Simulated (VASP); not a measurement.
# TaSiRh3 (Pm-3m) in VASP: a series of runs, part 2 of 2

VASP 6.6.1.

### Step 5. Single point, PBE, collinear spin, ferromagnetic start

The input, INCAR:

```
SYSTEM = TaSiRh3
PREC     = Accurate       ! precision mode
ENCUT    = 520            ! plane-wave cutoff, eV
EDIFF    = 1E-7           ! SCF threshold, eV
ISMEAR   = 0              ! smearing method
SIGMA    = 0.1            ! smearing width, eV
LREAL    = .FALSE.        ! projectors in reciprocal space
LASPH    = .TRUE.         ! aspherical terms in the spheres
NELM     = 150            ! most SCF steps
ALGO     = Normal         ! electronic algorithm
ISIF     = 2              ! what is computed and relaxed
LWAVE    = .FALSE.        ! write WAVECAR
LCHARG   = .FALSE.        ! write CHGCAR
ISPIN    = 2              ! spin polarisation
MAGMOM   = 0 0 1 1 1      ! initial moments
LORBIT   = 11             ! projections on sites
LMAXMIX  = 4              ! l up to which the mixer works
GGA      = PE             ! functional
NBANDS   = 42             ! bands
```

The input, KPOINTS:

```
regular mesh
0
G
  4 4 4
  0 0 0
```

The input, POSCAR:

```
TaSiRh3
1.0
    4.3564558155      0.0000000000      0.0000000000
    0.0000000000      4.3564558155      0.0000000000
    0.0000000000      0.0000000000      4.3564558155
Ta Si Rh
1 1 3
Direct
    0.5000000000      0.5000000000      0.5000000000
    0.0000000000      0.0000000000      0.0000000000
    0.5000000000      0.0000000000      0.0000000000
    0.0000000000      0.5000000000      0.0000000000
    0.0000000000      0.0000000000      0.5000000000
```

Potentials or basis: VASP PAW PBE potentials, release 64 (Ta_pv, Si, Rh_pv).

Started as:

```
> cat potpaw_PBE.64/Ta_pv/POTCAR potpaw_PBE.64/Si/POTCAR potpaw_PBE.64/Rh_pv/POTCAR > POTCAR
> mpirun -np 1 vasp_std > vasp.out
```

OUTCAR:

```text
SYSTEM = TaSiRh3
   PREC = Accurate
   ENCUT = 520
   EDIFF = 1E-7
   ISMEAR = 0
   LREAL = .FALSE.
   LASPH = .TRUE.
   NELM = 150
   ISIF = 2
   ISPIN = 2
   LORBIT = 11
   GGA = PE

 ion  position               nearest neighbor table
   1  0.500  0.500  0.500-   3 3.08   4 3.08   5 3.08   3 3.08   4 3.08   3 3.08   5 3.08   3 3.08
                             4 3.08   5 3.08   4 3.08   5 3.08
   2  0.000  0.000  0.000-   3 2.18   4 2.18   5 2.18   5 2.18   4 2.18   3 2.18
   3  0.500  0.000  0.000-   2 2.18   2 2.18   4 3.08   5 3.08   1 3.08   5 3.08   1 3.08   4 3.08
                             1 3.08   1 3.08   4 3.08   5 3.08   5 3.08   4 3.08
   4  0.000  0.500  0.000-   2 2.18   2 2.18   3 3.08   5 3.08   1 3.08   5 3.08   1 3.08   3 3.08
                             5 3.08   5 3.08   1 3.08   3 3.08   1 3.08   3 3.08
   5  0.000  0.000  0.500-   2 2.18   2 2.18   3 3.08   4 3.08   1 3.08   3 3.08   4 3.08   1 3.08
                             4 3.08   4 3.08   1 3.08   3 3.08   3 3.08   1 3.08

  LATTYP: Found a simple cubic cell.
 ALAT       =     4.3564558155

  Lattice vectors:

 A1 = (   4.3564558155,   0.0000000000,   0.0000000000)
 A2 = (   0.0000000000,   4.3564558155,   0.0000000000)
 A3 = (   0.0000000000,   0.0000000000,   4.3564558155)

Analysis of symmetry for initial positions (statically):
=====================================================================
 Subroutine PRICEL returns:
 Original cell was already a primitive cell.

 Routine SETGRP: Setting up the symmetry group for a
 simple cubic supercell.

 Subroutine GETGRP returns: Found 48 space group operations
 (whereof 48 operations were pure point group operations)
 out of a pool of 48 trial point group operations.

The static configuration has the point symmetry O_h .

Analysis of symmetry for dynamics (positions and initial velocities):
=====================================================================
 Subroutine PRICEL returns:
 Original cell was already a primitive cell.

 Routine SETGRP: Setting up the symmetry group for a
 simple cubic supercell.

 Subroutine GETGRP returns: Found 48 space group operations
 (whereof 48 operations were pure point group operations)
 out of a pool of 48 trial point group operations.

The dynamic configuration has the point symmetry O_h .

Analysis of structural, dynamic, and magnetic symmetry:
=====================================================================
 Subroutine PRICEL returns:
 Original cell was already a primitive cell.

 Routine SETGRP: Setting up the symmetry group for a
 simple cubic supercell.

 Subroutine GETGRP returns: Found 48 space group operations
 (whereof 48 operations were pure point group operations)
 out of a pool of 48 trial point group operations.

The overall configuration has the point symmetry O_h .

 Subroutine INISYM returns: Found 48 space group operations
 (whereof 48 operations are pure point group operations),
 and found     1 'primitive' translations

----------------------------------------------------------------------------------------

                                     Primitive cell

  volume of cell :      82.6799

  direct lattice vectors                    reciprocal lattice vectors
     4.356455816  0.000000000  0.000000000     0.229544392  0.000000000  0.000000000
     0.000000000  4.356455816  0.000000000     0.000000000  0.229544392  0.000000000
     0.000000000  0.000000000  4.356455816     0.000000000  0.000000000  0.229544392

  length of vectors
     4.356455816  4.356455816  4.356455816     0.229544392  0.229544392  0.229544392
[... 79 lines left out ...]
   ISYM   =      2    0-nonsym 1-usesym 2-fastsym
   POTIM  = 0.5000    time-step for ionic-motion
   TEBEG  =    0.0;   TEEND  =   0.0 temperature during run
   PSTRESS=    0.0 pullay stress
   NELECT =      60.0000    total number of electrons
   NUPDOWN=      -1.0000    fix difference up-down
   EMIN   =  10.00;   EMAX   =-10.00  energy-range for DOS
   EFERMI =   0.00;   METHOD = LEGACY
   ISMEAR =     0;   SIGMA  =   0.10  broadening in eV -4-tet -1-fermi 0-gaus
   EFERMI_NEDOS =   21; number of points for ismear=-14 and -15
   IALGO  =     38    algorithm
   IMIX   =      4    mixing-type and parameters
     AMIX     =   0.40;   BMIX     =  1.00
     AMIX_MAG =   1.60;   BMIX_MAG =  1.00
  volume/ion in A,a.u.               =      16.54       111.59
  Fermi-wavevector in a.u.,A,eV,Ry     =   1.471156  2.780081 29.447072  2.164299
  Thomas-Fermi vector in A             =   2.586326
   LORBIT       =     11    0 simple, 1 ext, 2 COOP (PROOUT), +10 PAW based schemes
   GGA     = PE    functional components
   LHFCALC =     F    Hartree Fock is set to
   AEXX    =    0.0000 exact exchange contribution
   IVDW    =     0    specifies the selected vdW correction
   LEPSILON=     F    determine dielectric tensor
   LRPA    =     F    only Hartree local field effects (RPA)
 spin polarized calculation
 Gauss-broadening in eV      SIGMA  =   0.10
  energy-cutoff  :      520.00
  volume of cell :       82.68
 maximum number of plane-waves:      2272
   NGX = 17   NGY = 17   NGZ = 17

 number of electron      60.0000050 magnetization       1.4433208

 Free energy of the ion-electron system (eV)
  ---------------------------------------------------
  ext. energy  EPLUGINS =         0.00000000
  ---------------------------------------------------
  free energy    TOTEN  =       -37.82719263 eV

  energy without entropy =      -37.78824033  energy(sigma->0) =      -37.80771648

 E-fermi :   8.8573     XC(G=0): -12.3383

 val. band max:        8.8538999088   @ k =   0.5000   0.2500   0.0000
 cond. band min:       8.8613396900   @ k =   0.2500   0.2500   0.2500
 fundamental gap:      0.0074397812
 Fermi energy:         8.8572502074

 spin component 1

 k-point     1 :       0.0000    0.0000    0.0000
  band No.  band energies     occupation
      1     -38.2965      1.00000
      2     -38.2965      1.00000
      3     -38.2965      1.00000
      4     -37.6993      1.00000
      5     -37.6993      1.00000
      6     -37.6993      1.00000
[... 439 lines left out ...]
     41      18.7561      0.00000
     42      18.7561      0.00000
 Fermi energy:         8.8572502074

 spin component 2

 k-point     1 :       0.0000    0.0000    0.0000
  band No.  band energies     occupation
      1     -38.1278      1.00000
      2     -38.1278      1.00000
      3     -38.1278      1.00000
      4     -37.5747      1.00000
      5     -37.5747      1.00000
      6     -37.5747      1.00000
[... 439 lines left out ...]
     41      18.8078      0.00000
     42      18.8078      0.00000

------------------------ aborting loop because EDIFF is reached ----------------------------------------

  FORCE on cell =-STRESS in cart. coord.  units (eV):
  Direction    XX          YY          ZZ          XY          YZ          ZX
  --------------------------------------------------------------------------------------
  -------------------------------------------------------------------------------------
  Total        0.1440789      0.1440789      0.1440789      0.0000000      0.0000000     -0.0000000
  in kB        2.7919711      2.7919711      2.7919711      0.0000000      0.0000000     -0.0000000
  external PRESSURE =       2.7919711 kB  Pullay stress =       0.0000000 kB

 VOLUME and BASIS-vectors are now :
 -----------------------------------------------------------------------------
  energy-cutoff  :      520.00
  volume of cell :       82.68
      direct lattice vectors                 reciprocal lattice vectors
     4.356455816  0.000000000  0.000000000     0.229544392  0.000000000  0.000000000
     0.000000000  4.356455816  0.000000000     0.000000000  0.229544392  0.000000000
     0.000000000  0.000000000  4.356455816     0.000000000  0.000000000  0.229544392

 POSITION                                       TOTAL-FORCE (eV/Angst)
 -----------------------------------------------------------------------------------
      2.17823      2.17823      2.17823         0.000000      0.000000      0.000000
      0.00000      0.00000      0.00000         0.000000      0.000000      0.000000
      2.17823      0.00000      0.00000         0.000000      0.000000      0.000000
      0.00000      2.17823      0.00000         0.000000      0.000000      0.000000
      0.00000      0.00000      2.17823         0.000000      0.000000      0.000000
 -----------------------------------------------------------------------------------
    total drift:                                0.000000      0.000000     -0.000000

  FREE ENERGIE OF THE ION-ELECTRON SYSTEM (eV)
  ---------------------------------------------------
  free  energy   TOTEN  =       -37.8271926263 eV

  energy  without entropy=      -37.7882403261  energy(sigma->0) =      -37.80771648

 total charge

# of ion       s       p       d       tot
------------------------------------------
    1        0.292   6.084   1.972   8.348
    2        0.820   1.032   0.000   1.852
    3        0.353   6.270   7.328  13.951
    4        0.353   6.270   7.328  13.951
    5        0.353   6.270   7.328  13.951
--------------------------------------------------
tot          2.171  25.927  23.956  52.054

 magnetization (x)

# of ion       s       p       d       tot
------------------------------------------
    1        0.010   0.012   0.611   0.633
    2       -0.002   0.001   0.000  -0.002
    3        0.012   0.010   0.163   0.184
    4        0.012   0.010   0.163   0.184
    5        0.012   0.010   0.163   0.184
--------------------------------------------------
tot          0.043   0.041   1.099   1.184
```

Wall time 86 s (1 thread of AMD EPYC 7R13 (Zen 3), shared host); peak memory 0.2 GiB.

Results:

```
Free energy                                           : -37.8272 eV
Pressure                                              : 0.3 GPa
Net moment                                            : 1.44 μB per cell
Site moments                                          : Ta +0.63; Si -0.00; Rh +0.18 μB
Valence electrons inside the program's atomic spheres : Ta 8.35; Si 1.85; Rh 13.95
```

Caveat: the k points lie up to 0.36 Å⁻¹ apart; spin-orbit coupling is left out, which moves the levels of the heavy elements.

### Step 6. The runs side by side

```tsv
task	spin	cell	cutoff (eV)	gap on the mesh (eV)	pressure (GPa)
single point	off	a = 4.356 Å, 5 atoms	520	none	0.1
single point	off	a = 4.389 Å, 5 atoms	520	none	-3.7
relaxation of cell and atoms	off	relaxed from a = 4.389 Å, 5 atoms	600	none	0.0
single point	collinear, ferromagnetic start	a = 4.356 Å, 5 atoms	520	none	0.3
```

Alike in all rows: level PBE; potentials or basis VASP PAW PBE potentials, release 64 (Ta_pv, Si, Rh_pv); k mesh 4 × 4 × 4; smearing gaussian 0.1 eV.

Caveats: some runs use coarse meshes; spin-orbit coupling is left out, which moves the levels of the heavy elements.

Absolute energies hang on the potentials; compare differences alone.
